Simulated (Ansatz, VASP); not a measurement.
# Two plane-wave programs on Tl

The input INCAR:

```
  PREC = Accurate
  ENCUT = 520
  EDIFF = 1E-6
  ISMEAR = -1
  SIGMA = 0.1
  LREAL = F
  LASPH = T
  NELM = 60
  ALGO = Normal
  ISIF = 2
  LWAVE = F
  LCHARG = F
  GGA = RE
  NBANDS = 12
```

File KPOINTS:

```
Automatic mesh
0
Gamma
  12 12 12
```

Contents of POSCAR:

```
Tl
1.0
   -2.0746483154      2.0746483154      2.0746483154
    2.0746483154     -2.0746483154      2.0746483154
    2.0746483154      2.0746483154     -2.0746483154
Tl
1
Direct
    0.0000000000      0.0000000000      0.0000000000
```

Input for Ansatz:

```yaml
crystal:
  lattice:
    - [-2.0746483154, 2.0746483154, 2.0746483154]
    - [2.0746483154, -2.0746483154, 2.0746483154]
    - [2.0746483154, 2.0746483154, -2.0746483154]
  atoms:
    - { symbol: Tl, position: [0.0, 0.0, 0.0] }
hamiltonian:
  xc: revpbe
  pseudopotentials:
    kind: paw
    azcp:
      Tl: "pseudopotentials/Tl.paw.azcp"
basis:
  ecutwfc: 420
  fft_grid_basis: typed
kpoints:
  mp_grid: { grid: [12, 12, 12], shift: [0, 0, 0] }
magnetization:
  spin_polarized: false
scf:
  occupations: { method: fermi_dirac, width: 0.1 }
  lower_state_search: "off"
output:
  stress: true
```

Alike in both runs: task single point; functional revPBE; k mesh 12 × 12 × 12; occupations fermi-dirac, width 0.1 eV; no spin polarisation.

|  | VASP | Ansatz |
| --- | --- | --- |
| version | VASP 6.6.1 | Ansatz 0.2.0 |
| potentials or method | VASP PAW PBE potentials, release 64 (Tl_d), cutoff 520 eV | plane waves (420 eV) with PAW, scalar-relativistic |
| valence electrons in the cell | 13 | 13 |

|  | VASP | Ansatz | Ansatz less VASP |
| --- | --- | --- | --- |
| pressure (GPa) | -1.4 | -1.3 | +0.05 |

VASP's potentials were made for PBE, not for revPBE.

Neither program's run includes spin-orbit coupling.
